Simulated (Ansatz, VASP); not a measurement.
**Hf2S: VASP beside Ansatz**

```
Hf S
1.0
     3.37427    0.00000    0.00000
    -1.68714    2.92221    0.00000
     0.00000    0.00000   11.71741
Hf S
4 2
Cartesian
  1.6871 0.9741 10.5435
  0.0000 1.9481 4.6848
  1.6871 0.9741 7.0327
  0.0000 1.9481 1.1739
  0.0000 0.0000 8.7881
  0.0000 0.0000 2.9294
```

Alike in both runs: task single point; functional r2SCAN; k mesh 6 × 6 × 1; occupations gaussian, width 0.1 eV; no spin polarisation.

```csv
,VASP,Ansatz
version,VASP 6.6.1,Ansatz 0.2.0
potentials or method,"VASP PAW PBE potentials, release 64 (Hf_pv, S), cutoff 520 eV","scalar-relativistic, plane waves, PAW"
valence electrons in the cell,52,116
```

VASP gave:

```
gap on the k mesh at the Fermi level (eV)                     : none
pressure (GPa)                                                : 0.3
traceless stress, the component that is largest in VASP (GPa) : 1.78
rms of the force components (eV/Å)                            : 0.087
```

Question: Which values does Ansatz return?

Answer: gap on the k mesh at the Fermi level (eV): none; pressure (GPa): 1.2; traceless stress, the component that is largest in VASP (GPa): 1.89; rms of the force components (eV/Å): 0.081.

VASP's potentials were made for PBE, not for r2SCAN. Atom by atom the forces differ by 0.006 eV/Å (rms over components). A gap of «none» marks a metal or a gap that the smearing closes. The functional is the same, so the differences come from potentials, cutoffs and numerics. VASP's potentials hold 52 valence electrons a cell and Ansatz's 116, so a difference there can come from the potentials and not from the codes.

The k mesh is coarse, so the values compare programs but aren't converged. Spin-orbit coupling is off throughout.
